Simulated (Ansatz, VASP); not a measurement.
## SiC: VASP beside Ansatz

```
Si C
1.0
     3.06571    0.00000    0.00000
    -1.53286    2.65498    0.00000
     0.00000    0.00000    5.03112
Si C
2 2
Direct
  0.33333 0.66667 0.00000
  0.66667 0.33333 0.50000
  0.33333 0.66667 0.38500
  0.66667 0.33333 0.88500
```

Change from the starting cell: volume scaled by 0.99, crystal datasets.

Alike in both runs: task electric field gradients; functional PBEsol; k mesh 15 × 15 × 8; occupations fermi-dirac, width 0.08 eV; no spin polarisation.

```csv
,VASP,Ansatz
version,VASP 6.6.1,Ansatz 0.2.0
potentials or method,"VASP PAW PBE potentials, release 64 (Si, C), cutoff 520 eV","all-electron PAW with datasets made for the crystal, scalar-relativistic"
```

VASP gave:

| Item | Value |
| --- | --- |
| pressure (GPa) | 2.9 |
| traceless stress, the component that is largest in VASP (GPa) | -3.58 |
| rms of the force components (eV/Å) | 0.443 |
| size of Vzz on the site where it differs most (V/Å²) | 17.4 |

**Question.** Which values does Ansatz return?

**Answer.** Pressure (GPa): 2.5; traceless stress, the component that is largest in VASP (GPa): -3.49; rms of the force components (eV/Å): 0.440; size of Vzz on the site where it differs most (V/Å²): 16.3.

VASP's potentials were made for PBE, not for PBEsol. Atom by atom the forces differ by 0.003 eV/Å (rms over components). Ansatz ran all-electron here, and VASP with PAW potentials.
